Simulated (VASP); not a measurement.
# CaZr2N3 (P6/mmm) in VASP: further runs

Runs on CaZr2N3. Level: PBE. Tasks: relaxation of cell and atoms.

Program: VASP 6.6.1. These are calculated values, not measurements. Logs are shortened: lines on timing, memory, paths and dates and some standing lists are left out, and cuts for length are marked.

### 1 The cell of the first run

It takes space group P6/mmm (No. 191, hexagonal). The conventional cell has a = 5.774 Å, b = 5.774 Å, c = 2.978 Å, α = 90.00°, β = 90.00°, γ = 120.00°. Ca (site symmetry 6/mmm) has 2 Ca at 2.98 Å and 12 N at 3.25 Å and 6 Zr at 3.33 Å within 3.9 Å. Zr (site symmetry -6m2) has 6 N at 2.24 Å and 2 Zr at 2.98 Å within 3.0 Å. N (site symmetry mmm) has 4 Zr at 2.24 Å and 6 N at 2.89 to 2.98 Å within 3.0 Å.

The cell was generated, and may not be a known phase.

### 2 Relaxation of cell and atoms, PBE

Input file INCAR:

```
  PREC = Accurate
  ENCUT = 600
  EDIFF = 1E-6
  ISMEAR = 0
  SIGMA = 0.1
  LREAL = False
  LASPH = True
  NELM = 80
  ALGO = Normal
  ISIF = 3
  LWAVE = False
  LCHARG = False
  GGA = PE
  IBRION = 2
  NSW = 90
  EDIFFG = -0.04
```

Input file KPOINTS:

```
Automatic mesh
0
Gamma
  3 3 6
```

Input file POSCAR:

```
CaZr2N3
1.0
    5.7741670930      0.0000000000      0.0000000000
   -2.8870835465      5.0005753882      0.0000000000
    0.0000000000      0.0000000000      2.9778472354
Ca Zr N
1 2 3
Direct
    0.0000000000      0.0000000000      0.0000000000
    0.3333333333      0.6666666667      0.0000000000
    0.6666666667      0.3333333333      0.0000000000
    0.5000000000      0.0000000000      0.5000000000
    0.5000000000      0.5000000000      0.5000000000
    0.0000000000      0.5000000000      0.5000000000
```

Potentials or basis: VASP PAW PBE potentials, release 64 (Ca_sv, Zr_sv, N).

On the command line:

```sh
> cat potpaw_PBE.64/Ca_sv/POTCAR potpaw_PBE.64/Zr_sv/POTCAR potpaw_PBE.64/N/POTCAR > POTCAR
> mpirun -np 1 vasp_std > vasp.out
```

OUTCAR:

```text
PREC = Accurate
   ENCUT = 600
   EDIFF = 1E-6
   ISMEAR = 0
   LREAL = False
   LASPH = True
   NELM = 80
   ISIF = 3
   GGA = PE
   IBRION = 2
   NSW = 90
   EDIFFG = -0.04

 ion  position               nearest neighbor table
   1  0.000  0.000  0.000-   2 3.33   3 3.33   2 3.33   3 3.33   3 3.33   2 3.33
   2  0.333  0.667  0.000-   4 2.24   4 2.24   6 2.24   6 2.24   5 2.24   5 2.24   3 3.33   3 3.33
                             1 3.33   1 3.33   1 3.33   3 3.33
   3  0.667  0.333  0.000-   4 2.24   4 2.24   6 2.24   6 2.24   5 2.24   5 2.24   2 3.33   2 3.33
                             1 3.33   1 3.33   1 3.33   2 3.33
   4  0.500  0.000  0.500-   2 2.24   3 2.24   2 2.24   3 2.24
   5  0.500  0.500  0.500-   2 2.24   3 2.24   2 2.24   3 2.24
   6  0.000  0.500  0.500-   2 2.24   3 2.24   2 2.24   3 2.24

  LATTYP: Found a hexagonal cell.
 ALAT       =     5.7741670930
 C/A-ratio  =     0.5157189232

  Lattice vectors:

 A1 = (   5.7741670930,   0.0000000000,   0.0000000000)
 A2 = (  -2.8870835465,   5.0005753882,   0.0000000000)
 A3 = (   0.0000000000,   0.0000000000,   2.9778472354)

Analysis of symmetry for initial positions (statically):
=====================================================================
 Subroutine PRICEL returns:
 Original cell was already a primitive cell.

 Routine SETGRP: Setting up the symmetry group for a
 hexagonal supercell.

 Subroutine GETGRP returns: Found 24 space group operations
 (whereof 24 operations were pure point group operations)
 out of a pool of 24 trial point group operations.

The static configuration has the point symmetry D_6h.

Analysis of symmetry for dynamics (positions and initial velocities):
=====================================================================
 Subroutine PRICEL returns:
 Original cell was already a primitive cell.

 Routine SETGRP: Setting up the symmetry group for a
 hexagonal supercell.

 Subroutine GETGRP returns: Found 24 space group operations
 (whereof 24 operations were pure point group operations)
 out of a pool of 24 trial point group operations.

The dynamic configuration has the point symmetry D_6h.

 Subroutine INISYM returns: Found 24 space group operations
 (whereof 24 operations are pure point group operations),
 and found     1 'primitive' translations

----------------------------------------------------------------------------------------

                                     Primitive cell

  volume of cell :      85.9828

  direct lattice vectors                    reciprocal lattice vectors
     5.774167093  0.000000000  0.000000000     0.173185151  0.099988494  0.000000000
    -2.887083546  5.000575388  0.000000000     0.000000000  0.199976987  0.000000000
     0.000000000  0.000000000  2.977847235     0.000000000  0.000000000  0.335813063

  length of vectors
     5.774167093  5.774167093  2.977847235     0.199976987  0.199976987  0.335813063

  position of ions in fractional coordinates (direct lattice)
     0.000000000  0.000000000  0.000000000
     0.333333333  0.666666667  0.000000000
     0.666666667  0.333333333  0.000000000
     0.500000000  0.000000000  0.500000000
     0.500000000  0.500000000  0.500000000
     0.000000000  0.500000000  0.500000000

  ion indices of the primitive-cell ions
   primitive index   ion index
                 1           1
                 2           2
                 3           3
                 4           4
                 5           5
                 6           6

----------------------------------------------------------------------------------------

 KPOINTS: Automatic mesh

Automatic generation of k-mesh.
 Grid dimensions read from file:
 generate k-points for:    3    3    6

 Generating k-lattice:

  Cartesian coordinates                     Fractional coordinates (reciprocal lattice)
     0.057728384  0.033329498  0.000000000     0.333333333  0.000000000  0.000000000
     0.000000000  0.066658996  0.000000000     0.000000000  0.333333333  0.000000000
     0.000000000  0.000000000  0.055968844     0.000000000  0.000000000  0.166666667

  Length of vectors
     0.066658996  0.066658996  0.055968844

  Shift w.r.t. Gamma in fractional coordinates (k-lattice)
     0.000000000  0.000000000  0.000000000

 Subroutine IBZKPT returns following result:
 ===========================================

 Found     12 irreducible k-points:

 Following reciprocal coordinates:
            Coordinates               Weight
  0.000000  0.000000  0.000000      1.000000
  0.333333 -0.000000  0.000000      6.000000
  0.333333  0.333333  0.000000      2.000000
  0.000000  0.000000  0.166667      2.000000
  0.333333 -0.000000  0.166667     12.000000
  0.333333  0.333333  0.166667      4.000000
  0.000000  0.000000  0.333333      2.000000
  0.333333 -0.000000  0.333333     12.000000
  0.333333  0.333333  0.333333      4.000000
  0.000000  0.000000  0.500000      1.000000
  0.333333 -0.000000  0.500000      6.000000
  0.333333  0.333333  0.500000      2.000000
   k-points           NKPTS =     12   k-points in BZ     NKDIM =     12   number of bands    NBANDS=     29
   number of dos      NEDOS =    301   number of ions     NIONS =      6
   total plane-waves  NPLWV =  55296
   dimension x,y,z NGX =    48 NGY =   48 NGZ =   24
   dimension x,y,z NGXF=    96 NGYF=   96 NGZF=   48
   ions per type =               1   2   3
   NGX,Y,Z   is equivalent  to a cutoff of  13.82, 13.82, 13.40 a.u.
   NGXF,Y,Z  is equivalent  to a cutoff of  27.64, 27.64, 26.80 a.u.
 SYSTEM =  unknown system
   PREC   = accura    normal or accurate (medium, high low for compatibility)
   ISTART =      0    job   : 0-new  1-cont  2-samecut
   ICHARG =      2    charge: 1-file 2-atom 10-const
   ISPIN  =      1    spin polarized calculation?
   LNONCOLLINEAR =      F non collinear calculations
   LSORBIT =      F    spin-orbit coupling
   LASPH  =      T    aspherical Exc in radial PAW
   ENCUT  =  600.0 eV  44.10 Ry    6.64 a.u.  11.53 11.53  5.95*2*pi/ulx,y,z
   NELM   =     80;   NELMIN=  2; NELMDL= -5     # of ELM steps
   EDIFF  = 0.1E-05   stopping-criterion for ELM
   LREAL  =      F    real-space projection
   EDIFFG = -.4E-01   stopping-criterion for IOM
   NSW    =     90    number of steps for IOM
   IBRION =      2    ionic relax: 0-MD 1-quasi-New 2-CG
   NFREE  =      1    steps in history (QN), initial steepest desc. (CG)
   ISIF   =      3    stress and relaxation
   ISYM   =      2    0-nonsym 1-usesym 2-fastsym
   POTIM  = 0.5000    time-step for ionic-motion
   TEBEG  =    0.0;   TEEND  =   0.0 temperature during run
   PSTRESS=    0.0 pullay stress
   NELECT =      49.0000    total number of electrons
   NUPDOWN=      -1.0000    fix difference up-down
   EMIN   =  10.00;   EMAX   =-10.00  energy-range for DOS
   EFERMI =   0.00;   METHOD = LEGACY
   ISMEAR =     0;   SIGMA  =   0.10  broadening in eV -4-tet -1-fermi 0-gaus
   EFERMI_NEDOS =   21; number of points for ismear=-14 and -15
   IALGO  =     38    algorithm
   IMIX   =      4    mixing-type and parameters
     AMIX     =   0.40;   BMIX     =  1.00
     AMIX_MAG =   1.60;   BMIX_MAG =  1.00
  volume/ion in A,a.u.               =      14.33        96.71
  Fermi-wavevector in a.u.,A,eV,Ry     =   1.357281  2.564888 25.064794  1.842210
  Thomas-Fermi vector in A             =   2.484212
   LORBIT       =      0    0 simple, 1 ext, 2 COOP (PROOUT), +10 PAW based schemes
   GGA     = PE    functional components
   LHFCALC =     F    Hartree Fock is set to
   AEXX    =    0.0000 exact exchange contribution
   IVDW    =     0    specifies the selected vdW correction
   LEPSILON=     F    determine dielectric tensor
   LRPA    =     F    only Hartree local field effects (RPA)
 conjugate gradient relaxation of ions
 non-spin polarized calculation
 Gauss-broadening in eV      SIGMA  =   0.10
  energy-cutoff  :      600.00
  volume of cell :       85.98
 maximum number of plane-waves:      2916
 NGX is ok and might be reduce to    48
   NGX = 23   NGY = 23   NGZ = 11

--------------------------------------- Ionic step        1  -------------------------------------------

 number of electron      48.9999998 magnetization

 Free energy of the ion-electron system (eV)
  ---------------------------------------------------
  ext. energy  EPLUGINS =         0.00000000
  ---------------------------------------------------
  free energy    TOTEN  =       -50.62670500 eV

  energy without entropy =      -50.61978815  energy(sigma->0) =      -50.62324657

------------------------ aborting loop because EDIFF is reached ----------------------------------------

  FORCE on cell =-STRESS in cart. coord.  units (eV):
  Direction    XX          YY          ZZ          XY          YZ          ZX
  --------------------------------------------------------------------------------------
  -------------------------------------------------------------------------------------
  Total        0.3287415      0.3287415     -0.9602305      0.0000000     -0.0000000      0.0000000
  in kB        6.1256662      6.1256662    -17.8926368      0.0000000     -0.0000000      0.0000000
  external PRESSURE =      -1.8804348 kB  Pullay stress =       0.0000000 kB
[... 65 lines left out ...]
  energy  without entropy=      -50.6210829187  energy(sigma->0) =      -50.62367910

--------------------------------------- Ionic step        3  -------------------------------------------

 number of electron      48.9999999 magnetization

 Free energy of the ion-electron system (eV)
  ---------------------------------------------------
  ext. energy  EPLUGINS =         0.00000000
  ---------------------------------------------------
  free energy    TOTEN  =       -50.62890859 eV

  energy without entropy =      -50.62288573  energy(sigma->0) =      -50.62589716

 E-fermi :   8.3270     XC(G=0): -11.1153

 val. band max:        8.2299392285   @ k =   0.3333   0.3333   0.0000
 cond. band min:       8.3829830555   @ k =   0.3333   0.3333   0.0000
 fundamental gap:      0.1530438270
 Fermi energy:         8.3269647709

 k-point     1 :       0.0000    0.0000    0.0000
  band No.  band energies     occupation
      1     -40.9300      2.00000
      2     -40.8753      2.00000
      3     -34.0709      2.00000
      4     -19.3606      2.00000
      5     -19.3606      2.00000
      6     -18.9694      2.00000
[... 406 lines left out ...]
  FREE ENERGIE OF THE ION-ELECTRON SYSTEM (eV)
  ---------------------------------------------------
  free  energy   TOTEN  =       -50.6289085900 eV

  energy  without entropy=      -50.6228857267  energy(sigma->0) =      -50.62589716

 reached required accuracy - stopping structural energy minimisation
```

Wall time 2.5 min (1 thread of Intel Xeon 8259CL, shared host); peak memory 0.26 GiB.

What came out:

```yaml
Free_energy: -50.6289 eV
Relaxed_volume: 14.31 Å³/atom
Relaxed_cell: a = 5.781 Å, b = 5.781 Å, c = 2.967 Å, α = 90.00°, β = 90.00°, γ = 120.00°
Space_group_after_relaxing_to_0.1_Å: P6/mmm (No. 191)
Energy_gained_by_relaxing: 0.4 meV/atom
Ionic_steps: 3
Pressure_after_relaxing: 0.2 GPa
Band_gap_on_the_k_mesh: zero (an odd number of electrons rules out a gap without spin polarisation)
```

Stress tensor (GPa, compression positive):
```
0.25 0.00 0.00
0.00 0.25 0.00
0.00 0.00 0.17
```

The path:
| step | energy change (eV) | largest force (eV/Å) | pressure (GPa) | volume (Å³) |
| --- | --- | --- | --- | --- |
| 1 | 0.0000 | 0.0000 | -0.19 | 85.98 |
| 2 | 0.0004 | 0.0000 | 0.69 | 85.77 |
| 3 | -0.0022 | 0.0000 | 0.23 | 85.88 |

Final structure:
```xyz
6
Lattice="5.7815 0.0000 0.0000 -2.8907 5.0069 0.0000 0.0000 0.0000 2.9668" Properties=species:S:1:pos:R:3 pbc="T T T"
Ca    0.0000    0.0000    0.0000
Zr    0.0000    3.3379    0.0000
Zr    2.8907    1.6690    0.0000
N     2.8907    0.0000    1.4834
N     1.4454    2.5035    1.4834
N    -1.4454    2.5035    1.4834
```

Caveat: the k points lie up to 0.42 Å⁻¹ apart in the final cell, too coarse for converged energies and pressures of a metal; an odd number of electrons without spin polarisation forces a metal; a magnetic or distorted state may lie lower.

### 3 Relaxation of cell and atoms, PBE

This run uses another cell than the first one, of 15.14 Å³/atom.

Input file INCAR:

```
SYSTEM = CaZr2N3
PREC     = Accurate       ! precision mode
ENCUT    = 600            ! plane-wave cutoff, eV
EDIFF    = 1E-6           ! SCF threshold, eV
ISMEAR   = 0              ! smearing method
SIGMA    = 0.1            ! smearing width, eV
LREAL    = .False.        ! projectors in reciprocal space
LASPH    = .True.         ! aspherical terms in the spheres
NELM     = 100            ! most SCF steps
ALGO     = Normal         ! electronic algorithm
ISIF     = 3              ! what is computed and relaxed
LWAVE    = .False.        ! write WAVECAR
LCHARG   = .False.        ! write CHGCAR
GGA      = PE             ! functional
IBRION   = 2              ! ionic algorithm
NSW      = 90             ! ionic steps
EDIFFG   = -0.04          ! ionic threshold
```

Input file KPOINTS:

```
Automatic mesh
0
Gamma
  6 6 4
  0 0 0
```

Input file POSCAR:

```
CaZr2N3
1.0
    5.1324052800      0.0000000000      0.0000000000
   -2.5662026400      4.4447933500      0.0000000000
    0.0000000000      0.0000000000      3.9819353200
Ca Zr N
1 2 3
Direct
    0.0000000000      0.0000000000      0.0000000000
    0.3333333300      0.6666666700      0.0000000000
    0.6666666700      0.3333333300      0.0000000000
    0.5000000000      0.0000000000      0.5000000000
    0.5000000000      0.5000000000      0.5000000000
    0.0000000000      0.5000000000      0.5000000000
```

Potentials or basis: VASP PAW PBE potentials, release 64 (Ca_sv, Zr_sv, N).

On the command line:

```sh
> cat potpaw_PBE.64/Ca_sv/POTCAR potpaw_PBE.64/Zr_sv/POTCAR potpaw_PBE.64/N/POTCAR > POTCAR
> mpirun -np 1 vasp_std > vasp.out
```

It took 17 min on 1 thread of Intel Xeon 8259CL, shared host; peak memory 0.29 GiB.

It converged, with:

| Item | Value |
| --- | --- |
| Free energy | -50.6541 eV |
| Relaxed volume | 14.35 Å³/atom |
| Relaxed cell | a = 5.777 Å, b = 5.777 Å, c = 2.979 Å, α = 90.00°, β = 90.00°, γ = 120.00° |
| Space group after relaxing (to 0.1 Å) | P6/mmm (No. 191) |
| Energy gained by relaxing | 1564.8 meV/atom |
| Ionic steps | 8 |
| Pressure after relaxing | -0.1 GPa |
| Band gap on the k mesh | zero (an odd number of electrons rules out a gap without spin polarisation) |

The path:
| step | energy change (eV) | largest force (eV/Å) | pressure (GPa) | volume (Å³) |
| --- | --- | --- | --- | --- |
| 1 | 0.0000 | 0.0000 | -8.85 | 90.84 |
| 2 | -8.7118 | 0.0000 | 19.44 | 77.18 |
| 3 | -8.7141 | 0.0000 | 21.63 | 76.69 |
| 4 | -8.6321 | 0.0000 | -8.36 | 93.71 |
| 5 | -9.3246 | 0.0000 | 4.12 | 84.55 |
| 6 | -9.3256 | 0.0000 | 4.58 | 84.29 |
| 7 | -9.3217 | 0.0000 | -4.41 | 88.00 |
| 8 | -9.3885 | 0.0000 | -0.14 | 86.12 |

Final structure:
```
CELL_PARAMETERS angstrom
5.77725 0.00000 0.00000
-2.88863 5.00325 0.00000
0.00000 0.00000 2.97924
ATOMIC_POSITIONS crystal
Ca 0.00000 0.00000 0.00000
Zr 0.33333 0.66667 0.00000
Zr 0.66667 0.33333 0.00000
N 0.50000 0.00000 0.50000
N 0.50000 0.50000 0.50000
N 0.00000 0.50000 0.50000
```

Levels at points of the mesh, in eV from the Fermi level:
| k point | band 22 | band 23 | band 24 | band 25 | band 26 | band 27 | band 28 | band 29 |
| --- | --- | --- | --- | --- | --- | --- | --- | --- |
| (0.00, 0.00, 0.00) | -1.56 | -1.56 | -1.07 | -1.02 | -0.39 | 1.08 | 1.08 | 2.33 |
| (0.50, 0.00, 0.00) | -2.58 | -1.93 | -1.53 | -0.07 | 0.13 | 0.47 | 2.55 | 2.97 |
| (0.00, 0.00, 0.50) | -1.95 | -1.95 | -0.38 | 0.71 | 0.71 | 2.29 | 2.29 | 2.89 |
| (0.50, 0.00, 0.50) | -2.84 | -2.19 | -0.91 | -0.31 | 1.13 | 1.14 | 2.07 | 2.20 |

Caveat: the k points lie up to 0.53 Å⁻¹ apart in the final cell, too coarse for converged energies and pressures of a metal; a cell axis changed by over 15 % at a fixed basis, so the end point is rough; an odd number of electrons without spin polarisation forces a metal; a magnetic or distorted state may lie lower.

### 4 Relaxation of cell and atoms, PBE

Input file INCAR:

```
PREC = Accurate
ENCUT = 600
EDIFF = 1E-6
ISMEAR = 0
SIGMA = 0.1
LREAL = False
LASPH = True
NELM = 80
ALGO = Normal
ISIF = 3
LWAVE = False
LCHARG = False
GGA = PE
IBRION = 2
NSW = 100
EDIFFG = -0.01
```

Input file KPOINTS:

```
regular mesh
0
Gamma
  6 6 12
```

Input file POSCAR:

```
CaZr2N3
1.0
    5.7844811219      0.0000000000      0.0000000000
   -2.8922405609      5.0095075993      0.0000000000
    0.0000000000      0.0000000000      2.9675779902
Ca Zr N
1 2 3
Direct
    0.0000000000      0.0000000000      0.0000000000
    0.3333333333      0.6666666667      0.0000000000
    0.6666666667      0.3333333333      0.0000000000
    0.5000000000      0.0000000000      0.5000000000
    0.5000000000      0.5000000000      0.5000000000
    0.0000000000      0.5000000000      0.5000000000
```

On the command line:

```sh
> cat potpaw_PBE.64/Ca_sv/POTCAR potpaw_PBE.64/Zr_sv/POTCAR potpaw_PBE.64/N/POTCAR > POTCAR
> mpirun -np 1 vasp_std > vasp.out
```

Wall time 10 min (1 thread of Intel Xeon 8259CL, shared host); peak memory 0.33 GiB.

Results (log left out):

* Free energy: -50.5958 eV
* Relaxed volume: 14.34 Å³/atom
* Relaxed cell: a = 5.778 Å, b = 5.778 Å, c = 2.975 Å, α = 90.00°, β = 90.00°, γ = 120.00°
* Space group after relaxing (to 0.1 Å): P6/mmm (No. 191)
* Energy gained by relaxing: 0.2 meV/atom
* Ionic steps: 4
* Pressure after relaxing: 0.1 GPa
* Band gap on the k mesh: zero (an odd number of electrons rules out a gap without spin polarisation)

Stress tensor (GPa, compression positive):
```
0.10 0.00 0.00
0.00 0.10 0.00
0.00 0.00 0.01
```

Step by step:
```csv
step,energy change (eV),largest force (eV/Å),pressure (GPa),volume (Å³)
1,0.0000,0.0000,0.31,85.99
2,0.0001,0.0000,-0.61,86.33
3,-0.0009,0.0000,-0.15,86.16
4,-0.0009,0.0000,0.07,86.02
```

Final structure:
```yaml
crystal:
  lattice:
    - [5.77785, 0.00000, 0.00000]
    - [-2.88893, 5.00377, 0.00000]
    - [0.00000, 0.00000, 2.97537]
  atoms:
    - { symbol: Ca, position: [0.00000, 0.00000, 0.00000] }
    - { symbol: Zr, position: [0.33333, 0.66667, 0.00000] }
    - { symbol: Zr, position: [0.66667, 0.33333, 0.00000] }
    - { symbol: N, position: [0.50000, 0.00000, 0.50000] }
    - { symbol: N, position: [0.50000, 0.50000, 0.50000] }
    - { symbol: N, position: [0.00000, 0.50000, 0.50000] }
```

Levels at points of the mesh, in eV from the Fermi level:
```
           k point  band 20  band 21  band 22  band 23  band 24  band 25  band 26  band 27  band 28  band 29
(0.00, 0.00, 0.00)    -3.30    -2.40    -1.79    -1.79    -1.29    -1.23    -0.55     0.89     0.89     2.14
(0.50, 0.00, 0.00)    -3.33    -3.22    -2.79    -2.14    -1.75    -0.24    -0.08     0.29     2.35     2.78
(0.00, 0.00, 0.50)    -4.37    -2.88    -2.17    -2.17    -0.60     0.51     0.51     2.11     2.11     2.35
(0.50, 0.00, 0.50)    -4.36    -4.03    -3.05    -2.41    -1.14    -0.50     0.94     0.97     1.87     2.03
```

Caveat: an odd number of electrons without spin polarisation forces a metal; a magnetic or distorted state may lie lower.

### 5 Summary

| cell | k mesh | gap on the mesh (eV) | pressure (GPa) | relaxed volume (Å³/atom) |
| --- | --- | --- | --- | --- |
| relaxed from a = 5.774, b = 5.774, c = 2.978 Å, angles 90.0, 90.0, 120.0°, 6 atoms | 3 × 3 × 6 | none | 0.2 | 14.31 |
| relaxed from a = 5.132, b = 5.132, c = 3.982 Å, angles 90.0, 90.0, 120.0°, 6 atoms | 6 × 6 × 4 | none | -0.1 | 14.35 |
| relaxed from a = 5.784, b = 5.784, c = 2.968 Å, angles 90.0, 90.0, 120.0°, 6 atoms | 6 × 6 × 12 | none | 0.1 | 14.34 |

Alike in all rows: task relaxation of cell and atoms; level PBE; potentials or basis VASP PAW PBE potentials, release 64 (Ca_sv, Zr_sv, N); no spin polarisation; cutoff (eV) 600; smearing gaussian 0.1 eV.

Caveats: some runs use coarse meshes; an odd number of electrons without spin polarisation forces a metal; a magnetic or distorted state may lie lower; a cell axis changed by over 15 % at a fixed basis, so the end point is rough (at least some runs).

Total energies depend on the potentials used, so only differences within one code and one set of settings carry meaning.

The gap in the log of VASP goes by the Fermi energy; the results here count the filled bands.